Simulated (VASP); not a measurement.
# SiC (P6_3mc) in VASP: a series of runs

The runs below take SiC through single point, relaxation of cell and atoms, relaxation of shape and atoms at fixed volume, with r2SCAN.

Everything below comes from runs of VASP 6.6.1. Logs are shortened: lines on timing, memory, paths and dates and some standing lists are left out, and cuts for length are marked.

**1. The cell of the first run**

The structure is hexagonal, space group P6_3mc (No. 186). Conventional cell: a = 3.075 Å, b = 3.075 Å, c = 5.048 Å, α = 90.00°, β = 90.00°, γ = 120.00°. Si (site symmetry 3m) has 4 C at 1.88 to 1.90 Å within 2.5 Å. C (site symmetry 3m) has 4 Si at 1.88 to 1.90 Å within 2.5 Å.

**2. Single point, r2SCAN**

POSCAR

```
SiC
1.0
    3.0751950059      0.0000000000      0.0000000000
   -1.5375975029      2.6631969967      0.0000000000
    0.0000000000      0.0000000000      5.0481668544
Si C
2 2
Direct
    0.3333333333      0.6666666667      0.0046028828
    0.6666666667      0.3333333333      0.5046028828
    0.3333333333      0.6666666667      0.3803971172
    0.6666666667      0.3333333333      0.8803971172
```

INCAR.step1

```
PREC     = Accurate       # precision mode
ENCUT    = 520            # plane-wave cutoff, eV
ISMEAR   = 0              # smearing method
SIGMA    = 0.05           # smearing width, eV
LREAL    = F              # projectors in reciprocal space
LASPH    = T              # aspherical terms in the spheres
NELM     = 100            # most SCF steps
NBANDS   = 16             # bands
GGA      = PE             # functional
ALGO     = Normal         # electronic algorithm
EDIFF    = 1E-4           # SCF threshold, eV
LWAVE    = T              # write WAVECAR
LCHARG   = F              # write CHGCAR
```

INCAR.step2

```
PREC     = Accurate       # precision mode
ENCUT    = 520            # plane-wave cutoff, eV
EDIFF    = 1E-6           # SCF threshold, eV
ISMEAR   = 0              # smearing method
SIGMA    = 0.05           # smearing width, eV
LREAL    = F              # projectors in reciprocal space
LASPH    = T              # aspherical terms in the spheres
NELM     = 100            # most SCF steps
ALGO     = Normal         # electronic algorithm
ISIF     = 2              # what is computed and relaxed
LWAVE    = F              # write WAVECAR
LCHARG   = F              # write CHGCAR
METAGGA  = R2SCAN         # meta-GGA
LMIXTAU  = T            
NBANDS   = 16             # bands
ISTART   = 1
```

KPOINTS

```
Automatic mesh
0
Gamma
  12 12 6
```

Potentials or basis: VASP PAW PBE potentials, release 64 (Si, C).

Run with:

```console
$ cat potpaw_PBE.64/Si/POTCAR potpaw_PBE.64/C/POTCAR > POTCAR
$ cp INCAR.step1 INCAR
$ mpirun -np 1 vasp_std > vasp.out
$ cp INCAR.step2 INCAR
$ mpirun -np 1 vasp_std > vasp.out
```

OUTCAR:

```text
PREC = Accurate
   ENCUT = 520
   EDIFF = 1E-6
   ISMEAR = 0
   LREAL = F
   LASPH = T
   NELM = 100
   ISIF = 2
   METAGGA = R2SCAN
   ISTART = 1

 ion  position               nearest neighbor table
   1  0.333  0.667  0.005-   4 1.88   4 1.88   4 1.88   3 1.90   2 3.09   2 3.09   2 3.09   2 3.09
                             2 3.09   2 3.09
   2  0.667  0.333  0.505-   3 1.88   3 1.88   3 1.88   4 1.90   1 3.09   1 3.09   1 3.09   1 3.09
                             1 3.09   1 3.09
   3  0.333  0.667  0.380-   2 1.88   2 1.88   2 1.88   1 1.90
   4  0.667  0.333  0.880-   1 1.88   1 1.88   1 1.88   2 1.90

  LATTYP: Found a hexagonal cell.
 ALAT       =     3.0751950059
 C/A-ratio  =     1.6415761748

  Lattice vectors:

 A1 = (   3.0751950059,   0.0000000000,   0.0000000000)
 A2 = (  -1.5375975029,   2.6631969967,   0.0000000000)
 A3 = (   0.0000000000,   0.0000000000,   5.0481668544)

Analysis of symmetry for initial positions (statically):
=====================================================================
 Subroutine PRICEL returns:
 Original cell was already a primitive cell.

 Routine SETGRP: Setting up the symmetry group for a
 hexagonal supercell.

 Subroutine GETGRP returns: Found 12 space group operations
 (whereof  6 operations were pure point group operations)
 out of a pool of 24 trial point group operations.

The static configuration has the point symmetry C_3v.
 The point group associated with its full space group is C_6v.

Analysis of symmetry for dynamics (positions and initial velocities):
=====================================================================
 Subroutine PRICEL returns:
 Original cell was already a primitive cell.

 Routine SETGRP: Setting up the symmetry group for a
 hexagonal supercell.

 Subroutine GETGRP returns: Found 12 space group operations
 (whereof  6 operations were pure point group operations)
 out of a pool of 24 trial point group operations.

The dynamic configuration has the point symmetry C_3v.
 The point group associated with its full space group is C_6v.

 Subroutine INISYM returns: Found 12 space group operations
 (whereof  6 operations are pure point group operations),
 and found     1 'primitive' translations

----------------------------------------------------------------------------------------

                                     Primitive cell

  volume of cell :      41.3437

  direct lattice vectors                    reciprocal lattice vectors
     3.075195006  0.000000000  0.000000000     0.325182630  0.187744279  0.000000000
    -1.537597503  2.663196997  0.000000000     0.000000000  0.375488558  0.000000000
[... 90 lines left out ...]
   LREAL  =      F    real-space projection
   EDIFFG = 0.1E-04   stopping-criterion for IOM
   NSW    =      0    number of steps for IOM
   IBRION =     -1    ionic relax: 0-MD 1-quasi-New 2-CG
   NFREE  =      0    steps in history (QN), initial steepest desc. (CG)
   ISIF   =      2    stress and relaxation
   ISYM   =      2    0-nonsym 1-usesym 2-fastsym
   POTIM  = 0.5000    time-step for ionic-motion
   TEBEG  =    0.0;   TEEND  =   0.0 temperature during run
   PSTRESS=    0.0 pullay stress
   NELECT =      16.0000    total number of electrons
   NUPDOWN=      -1.0000    fix difference up-down
   EMIN   =  10.00;   EMAX   =-10.00  energy-range for DOS
   EFERMI =   0.00;   METHOD = LEGACY
   ISMEAR =     0;   SIGMA  =   0.05  broadening in eV -4-tet -1-fermi 0-gaus
   EFERMI_NEDOS =   21; number of points for ismear=-14 and -15
   IALGO  =     38    algorithm
   IMIX   =      4    mixing-type and parameters
     AMIX     =   0.40;   BMIX     =  1.00
     AMIX_MAG =   1.60;   BMIX_MAG =  1.00
  volume/ion in A,a.u.               =      10.34        69.75
  Fermi-wavevector in a.u.,A,eV,Ry     =   1.193012  2.254466 19.364879  1.423278
  Thomas-Fermi vector in A             =   2.329037
   LORBIT       =      0    0 simple, 1 ext, 2 COOP (PROOUT), +10 PAW based schemes
   METAGGA = R2SCAN    functional components
   LHFCALC =     F    Hartree Fock is set to
   AEXX    =    0.0000 exact exchange contribution
   IVDW    =     0    specifies the selected vdW correction
   LEPSILON=     F    determine dielectric tensor
   LRPA    =     F    only Hartree local field effects (RPA)
 non-spin polarized calculation
 Gauss-broadening in eV      SIGMA  =   0.05
  energy-cutoff  :      520.00
  volume of cell :       41.34
 maximum number of plane-waves:      1126
 NGX is ok and might be reduce to    24
   NGX = 11   NGY = 11   NGZ = 19

 number of electron      15.9999999 magnetization

 Free energy of the ion-electron system (eV)
  ---------------------------------------------------
  ext. energy  EPLUGINS =         0.00000000
  ---------------------------------------------------
  free energy    TOTEN  =       -38.63791871 eV

  energy without entropy =      -38.63791871  energy(sigma->0) =      -38.63791871

 E-fermi :   8.4342     XC(G=0): -11.9295

 val. band max:        8.1469552497   @ k =   0.0000   0.0000   0.0000
 cond. band min:      10.8050421108   @ k =   0.3333   0.3333   0.0000
 fundamental gap:      2.6580868611
 Fermi energy:         8.4342167624

 k-point     1 :       0.0000    0.0000    0.0000
  band No.  band energies     occupation
      1      -8.2088      2.00000
      2      -4.5815      2.00000
      3      -0.8462      2.00000
      4       6.7617      2.00000
      5       6.7617      2.00000
      6       8.0328      2.00000
[... 433 lines left out ...]
      3       0.5519      2.00000
      4       2.3145      2.00000
      5       3.1596      2.00000
      6       5.1635      2.00000
[... 8 lines left out ...]
     15      20.3510      0.00000
     16      21.0784      0.00000

 [... further k-points ...]
[... 5 lines left out ...]
  --------------------------------------------------------------------------------------
  -------------------------------------------------------------------------------------
  Total       -0.0412682     -0.0412682     -0.0399272     -0.0000000      0.0000000      0.0000000
  in kB       -1.5992508     -1.5992508     -1.5472840     -0.0000000      0.0000000      0.0000000
  external PRESSURE =      -1.5819286 kB  Pullay stress =       0.0000000 kB

 VOLUME and BASIS-vectors are now :
 -----------------------------------------------------------------------------
  energy-cutoff  :      520.00
  volume of cell :       41.34
      direct lattice vectors                 reciprocal lattice vectors
     3.075195006  0.000000000  0.000000000     0.325182630  0.187744279  0.000000000
    -1.537597503  2.663196997  0.000000000     0.000000000  0.375488558  0.000000000
     0.000000000  0.000000000  5.048166854     0.000000000  0.000000000  0.198091709

 POSITION                                       TOTAL-FORCE (eV/Angst)
 -----------------------------------------------------------------------------------
     -0.00000      1.77546      0.02324         0.000000     -0.000000     -0.000534
      1.53760      0.88773      2.54732        -0.000000      0.000000     -0.000534
     -0.00000      1.77546      1.92031        -0.000000      0.000000      0.000534
      1.53760      0.88773      4.44439         0.000000      0.000000      0.000534
 -----------------------------------------------------------------------------------
    total drift:                               -0.000000     -0.000000     -0.000139

  FREE ENERGIE OF THE ION-ELECTRON SYSTEM (eV)
  ---------------------------------------------------
  free  energy   TOTEN  =       -38.6379187148 eV

  energy  without entropy=      -38.6379187148  energy(sigma->0) =      -38.63791871
```

OUTCAR.step1:

```text
PREC = Accurate
   ENCUT = 520
   ISMEAR = 0
   LREAL = F
[... 690 lines left out ...]
     -0.00000      1.77546      0.02324        -0.000000      0.000000      0.001604
      1.53760      0.88773      2.54732        -0.000000      0.000000      0.001604
     -0.00000      1.77546      1.92031         0.000000      0.000000     -0.001604
      1.53760      0.88773      4.44439         0.000000     -0.000000     -0.001604
 -----------------------------------------------------------------------------------
    total drift:                               -0.000000     -0.000000      0.000124

  FREE ENERGIE OF THE ION-ELECTRON SYSTEM (eV)
  ---------------------------------------------------
  free  energy   TOTEN  =       -30.1030177319 eV

  energy  without entropy=      -30.1030177319  energy(sigma->0) =      -30.10301773
```

It took 54 s on 1 thread of Intel Xeon 6975P-C (Granite Rapids), shared host; peak memory 0.18 GiB.

Results:

```yaml
Free_energy: -38.6379 eV
Pressure: -0.2 GPa
Band_gap_on_the_k_mesh: 2.66 eV, indirect (least direct gap 4.48 eV)
```

Caveat: the PAW data sets were made with another functional, which shifts forces and pressure a little. r2SCAN opens gaps a little over a GGA but as a rule still falls short of measured ones.

**3. Relaxation of cell and atoms, r2SCAN**

POSCAR

```
SiC
1.0
    3.0759982064      0.0000000000      0.0000000000
   -1.5379991032      2.6638925888      0.0000000000
    0.0000000000      0.0000000000      5.0480000000
Si C
2 2
Direct
    0.3333333333      0.6666666667      0.0000000000
    0.6666666667      0.3333333333      0.5000000000
    0.3333333333      0.6666666667      0.3850000000
    0.6666666667      0.3333333333      0.8850000000
```

INCAR.step1

```
SYSTEM = SiC
PREC = Accurate ; ENCUT = 600
ISMEAR = 0 ; SIGMA = 0.1
LREAL = .False. ; LASPH = .True.
NELM = 80 ; GGA = PE
ALGO = Normal ; EDIFF = 1E-4
LWAVE = .True. ; LCHARG = .False.
```

INCAR.step2

```
SYSTEM = SiC
PREC = Accurate ; ENCUT = 600
EDIFF = 1E-6 ; ISMEAR = 0
SIGMA = 0.1 ; LREAL = .False.
LASPH = .True. ; NELM = 80
ALGO = Normal ; ISIF = 3
LWAVE = .False. ; LCHARG = .False.
METAGGA = R2SCAN ; LMIXTAU = .True.
IBRION = 2 ; NSW = 100
EDIFFG = -0.05 ; ISTART = 1
```

KPOINTS

```
Automatic mesh
0
Gamma
  6 6 4
  0 0 0
```

Potentials or basis: VASP PAW PBE potentials, release 64 (Si, C).

Run with:

```console
$ cat potpaw_PBE.64/Si/POTCAR potpaw_PBE.64/C/POTCAR > POTCAR
$ cp INCAR.step1 INCAR
$ mpirun -np 1 vasp_std > vasp.out
$ cp INCAR.step2 INCAR
$ mpirun -np 1 vasp_std > vasp.out
```

Run time: 72 s. Hardware: 1 thread of Intel Xeon 6975P-C (Granite Rapids), shared host; peak memory 0.18 GiB.

Results (log left out):

| Quantity | Value |
| --- | --- |
| Free energy | -38.6323 eV |
| Relaxed volume | 10.31 Å³/atom |
| Relaxed cell | a = 3.071 Å, b = 3.071 Å, c = 5.049 Å, α = 90.00°, β = 90.00°, γ = 120.00° |
| Space group after relaxing (to 0.05 Å) | P6_3mc (No. 186) |
| Energy gained by relaxing | 9.0 meV/atom |
| Ionic steps | 4 |
| Pressure after relaxing | 0.3 GPa |
| Largest force after relaxing | 0.015 eV/Å |
| Band gap on the k mesh | 2.64 eV, indirect (least direct gap 4.50 eV) |

Forces on the atoms (eV/Å):
```
Si   0.000  0.000 -0.015
Si   0.000  0.000 -0.015
C    0.000  0.000  0.015
C    0.000  0.000  0.015
```

Stress tensor (GPa, compression positive):
```
 0.62  0.00  0.00
 0.00  0.62  0.00
 0.00  0.00 -0.37
```

Step by step:
| step | energy change (eV) | largest force (eV/Å) | pressure (GPa) | volume (Å³) |
| --- | --- | --- | --- | --- |
| 1 | 0.0000 | 0.7641 | -0.18 | 41.36 |
| 2 | -0.0055 | 0.6924 | 0.19 | 41.29 |
| 3 | -0.0339 | 0.0565 | -0.25 | 41.32 |
| 4 | -0.0362 | 0.0153 | 0.29 | 41.23 |

Final structure:
```cif
data_structure
_symmetry_space_group_name_H-M 'P 1'
_symmetry_Int_Tables_number 1
_cell_length_a 3.0707
_cell_length_b 3.0707
_cell_length_c 5.0492
_cell_angle_alpha 90.000
_cell_angle_beta 90.000
_cell_angle_gamma 120.000
_cell_volume 41.23
loop_
_atom_site_label
_atom_site_type_symbol
_atom_site_fract_x
_atom_site_fract_y
_atom_site_fract_z
_atom_site_occupancy
Si1 Si 0.33333 0.66667 0.00473 1
Si2 Si 0.66667 0.33333 0.50473 1
C1 C 0.33333 0.66667 0.38027 1
C2 C 0.66667 0.33333 0.88027 1
```

Levels at points of the mesh, in eV from the valence-band top:
```csv
k point,band 5,band 6,band 7,band 8,band 9,band 10,band 11,band 12
"(0.00, 0.00, 0.00)",-1.38,-0.13,0.00,0.00,5.43,6.77,7.22,7.22
"(0.50, 0.00, 0.00)",-5.64,-3.48,-3.38,-1.26,3.24,4.65,7.49,7.65
"(0.00, 0.00, 0.50)",-0.75,-0.75,-0.75,-0.75,6.54,6.54,7.92,7.92
"(0.50, 0.00, 0.50)",-2.56,-2.56,-2.46,-2.46,3.72,3.72,5.80,5.80
```

Caveat: the PAW data sets were made with another functional, which shifts forces and pressure a little; the relaxation stopped at a loose force limit of 0.05 eV/Å, so its end isn't a converged minimum. r2SCAN opens gaps a little over a GGA but as a rule still falls short of measured ones.

**4. Relaxation of cell and atoms, r2SCAN**

POSCAR

```
SiC
1.0
    3.0750672289      0.0000000000      0.0000000000
   -1.5375336144      2.6630863386      0.0000000000
    0.0000000000      0.0000000000      5.0456002619
Si C
2 2
Direct
    0.3333333333      0.6666666667      0.0045511370
    0.6666666667      0.3333333333      0.5045511370
    0.3333333333      0.6666666667      0.3804488630
    0.6666666667      0.3333333333      0.8804488630
```

INCAR.step1

```
ALGO = Normal
EDIFF = 1E-4
ENCUT = 600
GGA = PE
ISMEAR = 0
LASPH = True
LCHARG = False
LREAL = False
LWAVE = True
NELM = 80
PREC = Accurate
SIGMA = 0.02
```

INCAR.step2

```
ALGO = Normal
EDIFF = 1E-6
EDIFFG = -0.005
ENCUT = 600
IBRION = 2
ISIF = 3
ISMEAR = 0
ISTART = 1
LASPH = True
LCHARG = False
LMIXTAU = True
LREAL = False
LWAVE = False
METAGGA = R2SCAN
NELM = 80
NSW = 100
PREC = Accurate
SIGMA = 0.02
```

KPOINTS

```
k-points
0
Gamma
  12 12 6
```

Run with:

```console
$ cat potpaw_PBE.64/Si/POTCAR potpaw_PBE.64/C/POTCAR > POTCAR
$ cp INCAR.step1 INCAR
$ mpirun -np 1 vasp_std > vasp.out
$ cp INCAR.step2 INCAR
$ mpirun -np 1 vasp_std > vasp.out
```

It took 3.8 min on 1 thread of Intel Xeon 6975P-C, shared host; peak memory 0.2 GiB.

Results (log left out):

```
Free energy                            : -38.6419 eV
Relaxed volume                         : 10.32 Å³/atom
Relaxed cell                           : a = 3.074 Å, b = 3.074 Å, c = 5.045 Å, α = 90.00°, β = 90.00°, γ = 120.00°
Space group after relaxing (to 0.05 Å) : P6_3mc (No. 186)
Energy gained by relaxing              : 0.0 meV/atom
Ionic steps                            : 3
Pressure after relaxing                : 0.0 GPa
Largest force after relaxing           : 0.004 eV/Å
Band gap on the k mesh                 : 2.66 eV, indirect (least direct gap 4.49 eV)
```

Forces on the atoms (eV/Å):
```
Si   0.000  0.000  0.004
Si   0.000  0.000  0.004
C    0.000  0.000 -0.004
C    0.000  0.000 -0.004
```

Final structure:
```yaml
crystal:
  lattice:
    - [3.07381, 0.00000, 0.00000]
    - [-1.53691, 2.66200, 0.00000]
    - [0.00000, 0.00000, 5.04519]
  atoms:
    - { symbol: Si, position: [0.33333, 0.66667, 0.00457] }
    - { symbol: Si, position: [0.66667, 0.33333, 0.50457] }
    - { symbol: C, position: [0.33333, 0.66667, 0.38043] }
    - { symbol: C, position: [0.66667, 0.33333, 0.88043] }
```

Levels at points of the mesh, in eV from the valence-band top:
| k point | band 4 | band 5 | band 6 | band 7 | band 8 | band 9 | band 10 | band 11 | band 12 |
| --- | --- | --- | --- | --- | --- | --- | --- | --- | --- |
| (0.00, 0.00, 0.00) | -1.39 | -1.39 | -0.11 | 0.00 | 0.00 | 5.39 | 6.80 | 7.20 | 7.20 |
| (0.50, 0.00, 0.00) | -6.55 | -5.63 | -3.48 | -3.36 | -1.26 | 3.23 | 4.67 | 7.48 | 7.66 |
| (0.00, 0.00, 0.50) | -4.63 | -0.75 | -0.75 | -0.75 | -0.75 | 6.51 | 6.51 | 7.90 | 7.90 |
| (0.50, 0.00, 0.50) | -8.55 | -2.56 | -2.56 | -2.44 | -2.44 | 3.73 | 3.73 | 5.80 | 5.80 |

Caveat: the PAW data sets were made with another functional, which shifts forces and pressure a little.

**5. Relaxation of shape and atoms at fixed volume, r2SCAN (volume scaled by 1.06)**

POSCAR

```
SiC
1.0
    3.1352051708      0.0000000000      0.0000000000
   -1.5676025854      2.7151673240      0.0000000000
    0.0000000000      0.0000000000      5.1481708809
Si C
2 2
Direct
    0.3333333333      0.6666666667      0.0046176957
    0.6666666667      0.3333333333      0.5046176957
    0.3333333333      0.6666666667      0.3803823043
    0.6666666667      0.3333333333      0.8803823043
```

INCAR.step1

```
  PREC = Accurate
  ENCUT = 600
  ISMEAR = 0
  SIGMA = 0.02
  LREAL = F
  LASPH = T
  NELM = 100
  GGA = PE
  ALGO = Normal
  EDIFF = 1E-4
  LWAVE = T
  LCHARG = F
```

INCAR.step2

```
  PREC = Accurate
  ENCUT = 600
  EDIFF = 1E-7
  ISMEAR = 0
  SIGMA = 0.02
  LREAL = F
  LASPH = T
  NELM = 100
  ALGO = Normal
  ISIF = 4
  LWAVE = F
  LCHARG = F
  METAGGA = R2SCAN
  LMIXTAU = T
  IBRION = 2
  NSW = 50
  EDIFFG = -0.01
  ISTART = 1
```

KPOINTS

```
Automatic mesh
0
Gamma
  12 12 6
```

Run with:

```console
$ cat potpaw_PBE.64/Si/POTCAR potpaw_PBE.64/C/POTCAR > POTCAR
$ cp INCAR.step1 INCAR
$ mpirun -np 1 vasp_std > vasp.out
$ cp INCAR.step2 INCAR
$ mpirun -np 1 vasp_std > vasp.out
```

Wall time 2.1 min (1 thread of Intel Xeon Platinum 8481C at 2.70GHz (Sapphire Rapids), shared host); peak memory 0.2 GiB.

It converged, with:

- Free energy: -38.5440 eV
- Energy gained by relaxing: 0.0 meV/atom
- Ionic steps: 2
- Pressure after relaxing: -12.1 GPa
- Largest force after relaxing: 0.010 eV/Å
- Band gap on the k mesh: 2.74 eV, indirect (least direct gap 4.36 eV)

Forces in eV/Å, atoms in the order of the input:
```
Si   0.000  0.000  0.010
Si   0.000  0.000  0.010
C    0.000  0.000 -0.010
C    0.000  0.000 -0.010
```

Stress tensor (GPa, compression positive):
```
-12.06   0.00   0.00
  0.00 -12.06   0.00
  0.00   0.00 -12.24
```

Final structure:
```cif
data_structure
_symmetry_space_group_name_H-M 'P 1'
_symmetry_Int_Tables_number 1
_cell_length_a 3.1346
_cell_length_b 3.1346
_cell_length_c 5.1502
_cell_angle_alpha 90.000
_cell_angle_beta 90.000
_cell_angle_gamma 120.000
_cell_volume 43.82
loop_
_atom_site_label
_atom_site_type_symbol
_atom_site_fract_x
_atom_site_fract_y
_atom_site_fract_z
_atom_site_occupancy
Si1 Si 0.33333 0.66667 0.00451 1
Si2 Si 0.66667 0.33333 0.50451 1
C1 C 0.33333 0.66667 0.38049 1
C2 C 0.66667 0.33333 0.88049 1
```

Levels at points of the mesh, in eV from the valence-band top:
| k point | band 5 | band 6 | band 7 | band 8 | band 9 | band 10 | band 11 | band 12 |
| --- | --- | --- | --- | --- | --- | --- | --- | --- |
| (0.00, 0.00, 0.00) | -1.35 | -0.11 | 0.00 | 0.00 | 4.88 | 6.10 | 6.84 | 6.84 |
| (0.50, 0.00, 0.00) | -5.41 | -3.35 | -3.19 | -1.24 | 3.12 | 4.59 | 6.99 | 7.41 |
| (0.00, 0.00, 0.50) | -0.73 | -0.73 | -0.73 | -0.73 | 5.97 | 5.97 | 7.57 | 7.57 |
| (0.50, 0.00, 0.50) | -2.48 | -2.48 | -2.38 | -2.38 | 3.57 | 3.57 | 5.52 | 5.52 |

Caveat: the cell differs from its parent crystal (volume scaled by 1.06); the PAW data sets were made with another functional, which shifts forces and pressure a little. A k mesh can miss the band edges.

[end of part 1 of 2]
